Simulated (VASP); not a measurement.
# Sr2AlO (R-3m) in VASP: further runs

Sr2AlO is run at these levels: PBE; tasks: single point.

Everything below comes from runs of VASP 6.6.1. Logs are shortened: lines on timing, memory, paths and dates and some standing lists are left out, and cuts for length are marked.

**1. The cell of the first run**

It takes space group R-3m (No. 166, trigonal). The conventional cell has a = 3.771 Å, b = 3.771 Å, c = 24.669 Å, α = 90.00°, β = 90.00°, γ = 120.00°. Within 3.5 Å of Sr (site symmetry 3m) lie 3 O at 2.63 Å and 3 Al at 3.42 Å. Al (site symmetry -3m) has 6 Sr at 3.42 Å and 6 Al at 3.77 Å and 6 O at 4.65 Å within 4.7 Å. Within 3.5 Å of O (site symmetry -3m) lie 6 Sr at 2.63 Å.

**2. Single point, PBE**

File INCAR:

```
PREC     = Accurate       # precision mode
ENCUT    = 600            # plane-wave cutoff, eV
EDIFF    = 1E-6           # SCF threshold, eV
ISMEAR   = 0              # smearing method
SIGMA    = 0.2            # smearing width, eV
LREAL    = False          # projectors in reciprocal space
LASPH    = True           # aspherical terms in the spheres
NELM     = 120            # most SCF steps
ALGO     = Normal         # electronic algorithm
ISIF     = 2              # what is computed and relaxed
LWAVE    = False          # write WAVECAR
LCHARG   = False          # write CHGCAR
GGA      = PE             # functional
NBANDS   = 22             # bands
GGA_COMPAT= False
```

File KPOINTS:

```
regular mesh
0
Gamma
  6 6 6
```

File POSCAR:

```
Sr2AlO
1.0
    1.8856998597      1.0887093216      8.2229284826
   -1.8856998597      1.0887093216      8.2229284826
    0.0000000000     -2.1774186433      8.2229284826
Sr Al O
2 1 1
Direct
    0.2734121977      0.2734121977      0.2734121977
    0.7265878023      0.7265878023      0.7265878023
    0.5000000000      0.5000000000      0.5000000000
    0.0000000000      0.0000000000      0.0000000000
```

Potentials or basis: VASP PAW PBE potentials, release 64 (Sr_sv, Al, O).

Run with:

```console
> cat potpaw_PBE.64/Sr_sv/POTCAR potpaw_PBE.64/Al/POTCAR potpaw_PBE.64/O/POTCAR > POTCAR
> mpirun -np 1 vasp_std > vasp.out
```

OUTCAR:

```text
PREC = Accurate
   ENCUT = 600
   EDIFF = 1E-6
   ISMEAR = 0
   LREAL = False
   LASPH = True
   NELM = 120
   ISIF = 2
   GGA = PE

 ion  position               nearest neighbor table
   1  0.273  0.273  0.273-   4 2.63   4 2.63   4 2.63   3 3.42   3 3.42   3 3.42   2 3.67   2 3.67
                             2 3.67
   2  0.727  0.727  0.727-   4 2.63   4 2.63   4 2.63   3 3.42   3 3.42   3 3.42   1 3.67   1 3.67
                             1 3.67
   3  0.500  0.500  0.500-   1 3.42   1 3.42   2 3.42   2 3.42   1 3.42   2 3.42
   4  0.000  0.000  0.000-   2 2.63   2 2.63   1 2.63   1 2.63   2 2.63   1 2.63

  LATTYP: Found a trigonal (rhomboedric) cell.
 ALAT       =     8.5063332158
 COS(alpha) =     0.9017142964

  Lattice vectors:

 A1 = (   1.8856998597,   1.0887093216,   8.2229284826)
 A2 = (  -1.8856998597,   1.0887093216,   8.2229284826)
 A3 = (   0.0000000000,  -2.1774186433,   8.2229284826)

Analysis of symmetry for initial positions (statically):
=====================================================================
 Subroutine PRICEL returns:
 Original cell was already a primitive cell.

 Routine SETGRP: Setting up the symmetry group for a
 trigonal (rhombohedral) supercell.

 Subroutine GETGRP returns: Found 12 space group operations
 (whereof 12 operations were pure point group operations)
 out of a pool of 12 trial point group operations.

The static configuration has the point symmetry D_3d.

Analysis of symmetry for dynamics (positions and initial velocities):
=====================================================================
 Subroutine PRICEL returns:
 Original cell was already a primitive cell.

 Routine SETGRP: Setting up the symmetry group for a
 trigonal (rhombohedral) supercell.

 Subroutine GETGRP returns: Found 12 space group operations
 (whereof 12 operations were pure point group operations)
 out of a pool of 12 trial point group operations.

The dynamic configuration has the point symmetry D_3d.

 Subroutine INISYM returns: Found 12 space group operations
 (whereof 12 operations are pure point group operations),
 and found     1 'primitive' translations

----------------------------------------------------------------------------------------

                                     Primitive cell

  volume of cell :     101.2890
[... 91 lines left out ...]
   ENCUT  =  600.0 eV  44.10 Ry    6.64 a.u.  16.99 16.99 16.99*2*pi/ulx,y,z
   NELM   =    120;   NELMIN=  2; NELMDL= -5     # of ELM steps
   EDIFF  = 0.1E-05   stopping-criterion for ELM
   LREAL  =      F    real-space projection
   EDIFFG = 0.1E-04   stopping-criterion for IOM
   NSW    =      0    number of steps for IOM
   IBRION =     -1    ionic relax: 0-MD 1-quasi-New 2-CG
   NFREE  =      0    steps in history (QN), initial steepest desc. (CG)
   ISIF   =      2    stress and relaxation
   ISYM   =      2    0-nonsym 1-usesym 2-fastsym
   POTIM  = 0.5000    time-step for ionic-motion
   TEBEG  =    0.0;   TEEND  =   0.0 temperature during run
   PSTRESS=    0.0 pullay stress
   NELECT =      29.0000    total number of electrons
   NUPDOWN=      -1.0000    fix difference up-down
   EMIN   =  10.00;   EMAX   =-10.00  energy-range for DOS
   EFERMI =   0.00;   METHOD = LEGACY
   ISMEAR =     0;   SIGMA  =   0.20  broadening in eV -4-tet -1-fermi 0-gaus
   EFERMI_NEDOS =   21; number of points for ismear=-14 and -15
   IALGO  =     38    algorithm
   IMIX   =      4    mixing-type and parameters
     AMIX     =   0.40;   BMIX     =  1.00
     AMIX_MAG =   1.60;   BMIX_MAG =  1.00
  volume/ion in A,a.u.               =      25.32       170.88
  Fermi-wavevector in a.u.,A,eV,Ry     =   1.078997  2.039008 15.840360  1.164234
  Thomas-Fermi vector in A             =   2.214950
   LORBIT       =      0    0 simple, 1 ext, 2 COOP (PROOUT), +10 PAW based schemes
   GGA     = PE    functional components
   LHFCALC =     F    Hartree Fock is set to
   AEXX    =    0.0000 exact exchange contribution
   IVDW    =     0    specifies the selected vdW correction
   LEPSILON=     F    determine dielectric tensor
   LRPA    =     F    only Hartree local field effects (RPA)
 non-spin polarized calculation
 Gauss-broadening in eV      SIGMA  =   0.20
  energy-cutoff  :      600.00
  volume of cell :      101.29
 maximum number of plane-waves:      3409
 NGX is ok and might be reduce to    70
   NGX = 33   NGY = 33   NGZ = 33

 number of electron      29.0000002 magnetization

 Free energy of the ion-electron system (eV)
  ---------------------------------------------------
  ext. energy  EPLUGINS =         0.00000000
  ---------------------------------------------------
  free energy    TOTEN  =       -16.87825099 eV

  energy without entropy =      -16.82336064  energy(sigma->0) =      -16.85080581

 E-fermi :   3.4148     XC(G=0):  -8.9425

 val. band max:        3.3904676513   @ k =   0.3333  -0.0000   0.0000
 cond. band min:       3.4408759089   @ k =   0.5000   0.1667   0.1667
 fundamental gap:      0.0504082575
 Fermi energy:         3.4148419730

 k-point     1 :       0.0000    0.0000    0.0000
  band No.  band energies     occupation
      1     -32.1926      2.00000
      2     -32.1338      2.00000
      3     -15.5399      2.00000
      4     -14.0420      2.00000
      5     -14.0066      2.00000
      6     -14.0066      2.00000
[... 589 lines left out ...]
     21       8.0329      0.00000
     22       8.4025      0.00000

 [... further k-points ...]

------------------------ aborting loop because EDIFF is reached ----------------------------------------

  FORCE on cell =-STRESS in cart. coord.  units (eV):
  Direction    XX          YY          ZZ          XY          YZ          ZX
  --------------------------------------------------------------------------------------
  -------------------------------------------------------------------------------------
  Total       -0.0533339     -0.0533339     -0.0321351      0.0000000      0.0000000      0.0000000
  in kB       -0.8436299     -0.8436299     -0.5083094      0.0000000      0.0000000      0.0000000
  external PRESSURE =      -0.7318564 kB  Pullay stress =       0.0000000 kB

 VOLUME and BASIS-vectors are now :
 -----------------------------------------------------------------------------
  energy-cutoff  :      600.00
  volume of cell :      101.29
      direct lattice vectors                 reciprocal lattice vectors
     1.885699860  1.088709322  8.222928483     0.265153544  0.153086470  0.040537059
    -1.885699860  1.088709322  8.222928483    -0.265153544  0.153086470  0.040537059
     0.000000000 -2.177418643  8.222928483     0.000000000 -0.306172940  0.040537059

 POSITION                                       TOTAL-FORCE (eV/Angst)
 -----------------------------------------------------------------------------------
      0.00000     -0.00000      6.74475        -0.000000      0.000000     -0.089161
      0.00000     -0.00000     17.92404        -0.000000     -0.000000      0.089161
      0.00000     -0.00000     12.33439         0.000000      0.000000      0.000000
      0.00000      0.00000      0.00000        -0.000000     -0.000000      0.000000
 -----------------------------------------------------------------------------------
    total drift:                                0.000000     -0.000000     -0.000000

  FREE ENERGIE OF THE ION-ELECTRON SYSTEM (eV)
  ---------------------------------------------------
  free  energy   TOTEN  =       -16.8782509876 eV

  energy  without entropy=      -16.8233606371  energy(sigma->0) =      -16.85080581
```

Wall time 12 min (1 thread of Intel Xeon 8259CL, shared host); peak memory 0.7 GiB.

What came out:

```
Free energy            : -16.8783 eV
Pressure               : -0.1 GPa
Largest force          : 0.089 eV/Å
Band gap on the k mesh : zero (an odd number of electrons rules out a gap without spin polarisation)
```

Forces in eV/Å, atoms in the order of the input:
```
Sr   0.000  0.000 -0.089
Sr   0.000  0.000  0.089
Al   0.000  0.000  0.000
O    0.000  0.000  0.000
```

Levels at points of the mesh, in eV from the Fermi level:
| k point | band 12 | band 13 | band 14 | band 15 | band 16 | band 17 |
| --- | --- | --- | --- | --- | --- | --- |
| (0.00, 0.00, 0.00) | -3.66 | -3.66 | -1.04 | 0.19 | 2.47 | 3.19 |
| (0.50, 0.00, 0.00) | -3.65 | -3.30 | -1.59 | -0.16 | 0.93 | 1.66 |
| (0.50, 0.50, 0.00) | -3.66 | -3.43 | -1.46 | 0.04 | 0.44 | 2.61 |
| (0.50, 0.50, 0.50) | -3.66 | -3.66 | -2.11 | 1.42 | 2.50 | 3.19 |

Caveat: an odd number of electrons without spin polarisation forces a metal; a magnetic or distorted state may lie lower.

**3. Single point, PBE**

File INCAR:

```
ALGO     = Normal         # electronic algorithm
EDIFF    = 1E-6           # SCF threshold, eV
ENCUT    = 600            # plane-wave cutoff, eV
GGA      = PE             # functional
GGA_COMPAT= F            
ISIF     = 2              # what is computed and relaxed
ISMEAR   = 0              # smearing method
LASPH    = T              # aspherical terms in the spheres
LCHARG   = T              # write CHGCAR
LELF     = T              # ELF
LREAL    = F              # projectors in reciprocal space
LVHAR    = T            
LWAVE    = F              # write WAVECAR
NBANDS   = 22             # bands
NELM     = 120            # most SCF steps
PREC     = Accurate       # precision mode
SIGMA    = 0.1            # smearing width, eV
```

File KPOINTS:

```
k-points
0
Gamma
  6 6 6
```

POSCAR is that of step 2.

Potentials or basis: VASP PAW PBE potentials, release 64 (Sr_sv, Al, O).

Run with:

```console
> cat potpaw_PBE.64/Sr_sv/POTCAR potpaw_PBE.64/Al/POTCAR potpaw_PBE.64/O/POTCAR > POTCAR
> mpirun -np 1 vasp_std > vasp.out
```

Wall time 14 min (1 thread of Intel Xeon 8259CL, shared host); peak memory 0.69 GiB.

It converged, with:

```
Free energy            : -16.8538 eV
Pressure               : -0.1 GPa
Largest force          : 0.086 eV/Å
Band gap on the k mesh : zero (an odd number of electrons rules out a gap without spin polarisation)
```

Forces in eV/Å, atoms in the order of the input:
```
Sr   0.000  0.000 -0.086
Sr   0.000  0.000  0.086
Al   0.000  0.000  0.000
O    0.000  0.000  0.000
```

Stress tensor (GPa, compression positive):
```
-0.11  0.00  0.00
 0.00 -0.11  0.00
 0.00  0.00 -0.03
```

Levels at points of the mesh, in eV from the Fermi level:
```csv
k point,band 12,band 13,band 14,band 15,band 16,band 17
"(0.00, 0.00, 0.00)",-3.62,-3.62,-1.01,0.22,2.50,3.23
"(0.50, 0.00, 0.00)",-3.62,-3.26,-1.55,-0.12,0.97,1.70
"(0.50, 0.50, 0.00)",-3.62,-3.40,-1.43,0.08,0.48,2.65
"(0.50, 0.50, 0.50)",-3.62,-3.62,-2.07,1.45,2.54,3.23
```

Caveat: an odd number of electrons without spin polarisation forces a metal; a magnetic or distorted state may lie lower.
